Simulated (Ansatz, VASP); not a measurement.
Ti: VASP beside Ansatz

```
CELL_PARAMETERS angstrom
2.42128 0.00000 0.00000
-1.21064 2.09689 0.00000
0.00000 0.00000 2.37056
ATOMIC_POSITIONS crystal
Ti 0.00000 0.00000 0.00000
```

Change from the starting cell: volume scaled by 0.68, PAW files.

Alike in both runs: task single point; functional PBE; k mesh 15 × 15 × 14; occupations fermi-dirac, width 0.08 eV; no spin polarisation.

```csv
,VASP,Ansatz
version,VASP 6.6.1,Ansatz 0.2.0
potentials or method,"VASP PAW PBE potentials, release 64 (Ti_sv)","PAW with Ansatz's default frozen-core files, scalar-relativistic"
plane-wave cutoff (eV),520,420
valence electrons in the cell,12,12
```

Ansatz gave:

```
pressure (GPa)                                                : 69.6
traceless stress, the component that is largest in VASP (GPa) : -0.21
```

Question: Which values does VASP return?

Answer: Pressure (GPa): 69.1; traceless stress, the component that is largest in VASP (GPa): -0.28.

Both programs put the cell under a high pressure, so it lies far from rest at this level.

Noted on VASP's run: the cell as given lies far from equilibrium.
